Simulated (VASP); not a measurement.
Crystal: ScAl7N8.

```
CELL_PARAMETERS angstrom
6.38500 0.00000 0.00000
-3.19250 5.52957 0.00000
0.00000 0.00000 10.10000
ATOMIC_POSITIONS crystal
Al 0.33333 0.16667 0.25000
Al 0.33333 0.16667 0.75000
Al 0.16667 0.83333 0.00000
Al 0.33333 0.66667 0.25000
Al 0.16667 0.83333 0.50000
Al 0.33333 0.66667 0.75000
Al 0.66667 0.33333 0.00000
Al 0.83333 0.16667 0.25000
Al 0.66667 0.33333 0.50000
Al 0.83333 0.16667 0.75000
Al 0.66667 0.83333 0.00000
Al 0.83333 0.66667 0.25000
Al 0.66667 0.83333 0.50000
Al 0.83333 0.66667 0.75000
Sc 0.16667 0.33333 0.00000
Sc 0.16667 0.33333 0.50000
N 0.16667 0.33333 0.19100
N 0.33333 0.16667 0.44100
N 0.16667 0.33333 0.69100
N 0.33333 0.16667 0.94100
N 0.16667 0.83333 0.19100
N 0.33333 0.66667 0.44100
N 0.16667 0.83333 0.69100
N 0.33333 0.66667 0.94100
N 0.66667 0.33333 0.19100
N 0.83333 0.16667 0.44100
N 0.66667 0.33333 0.69100
N 0.83333 0.16667 0.94100
N 0.66667 0.83333 0.19100
N 0.83333 0.66667 0.44100
N 0.66667 0.83333 0.69100
N 0.83333 0.66667 0.94100
```

| Quantity | Value |
| --- | --- |
| Program | VASP 6.6.1 |
| Task | relaxation of cell and atoms |
| Functional | PBE |
| Potentials or basis | VASP PAW PBE potentials, release 64 (Al, Sc_sv, N) |
| Cutoff | 600 eV |
| k mesh | 4 × 4 × 3 |
| Occupations | gaussian, width 0.01 eV |
| Spin | no spin polarisation |

At the start: pressure 0.7 GPa; volume 11.14 Å³/atom.

Where does the relaxation end?

Over 13 steps the energy falls by 54.2 meV/atom and the volume is 11.08 Å³/atom (-0.6 %); space group P3m1 (No. 156, to 0.1 Å) before and after.

The path:
```
step  energy change (eV)  largest force (eV/Å)  pressure (GPa)  volume (Å³)
   1              0.0000                3.5311            0.75       356.59
   2             -1.4971                1.0124           -2.35       359.28
   3             -1.6234                0.6422           -1.98       358.64
   4             -1.7177                0.1421            1.41       351.99
   5             -1.7253                0.1766            0.66       353.40
   6             -1.7336                0.0652           -0.21       354.97
   7             -1.7338                0.0771           -0.12       354.79
   8             -1.7353                0.0319           -0.04       354.62
   9             -1.7354                0.0340           -0.01       354.55
  10             -1.7358                0.0196            0.03       354.47
  11             -1.7358                0.0177            0.03       354.46
  12             -1.7358                0.0170            0.03       354.46
  13             -1.7358                0.0052           -0.01       354.54
```

Final structure:
```
Al Sc N
1.0
     6.36799    0.00000    0.00000
    -3.18399    5.51484    0.00000
     0.00000    0.00000   10.09554
Al Sc N
14 2 16
Cartesian
  1.6226 0.9015 2.5310
  1.6226 0.9015 7.5788
  -1.5854 4.5995 10.0894
  0.0000 3.7119 2.5310
  -1.5854 4.5995 5.0417
  0.0000 3.7119 7.5788
  3.1840 1.8306 10.0894
  4.7454 0.9015 2.5310
  3.1840 1.8306 5.0417
  4.7454 0.9015 7.5788
  1.5854 4.5995 10.0894
  3.1840 3.6766 2.5140
  1.5854 4.5995 5.0417
  3.1840 3.6766 7.5618
  0.0000 1.8383 10.0548
  0.0000 1.8383 5.0071
  0.0000 1.8383 2.0970
  1.6955 0.8594 4.4255
  0.0000 1.8383 7.1448
  1.6955 0.8594 9.4732
  -1.5985 4.5920 1.9157
  0.0000 3.7961 4.4255
  -1.5985 4.5920 6.9635
  0.0000 3.7961 9.4732
  3.1840 1.8457 1.9157
  4.6725 0.8594 4.4255
  3.1840 1.8457 6.9635
  4.6725 0.8594 9.4732
  1.5985 4.5920 1.9157
  3.1840 3.6766 4.4485
  1.5985 4.5920 6.9635
  3.1840 3.6766 9.4963
```
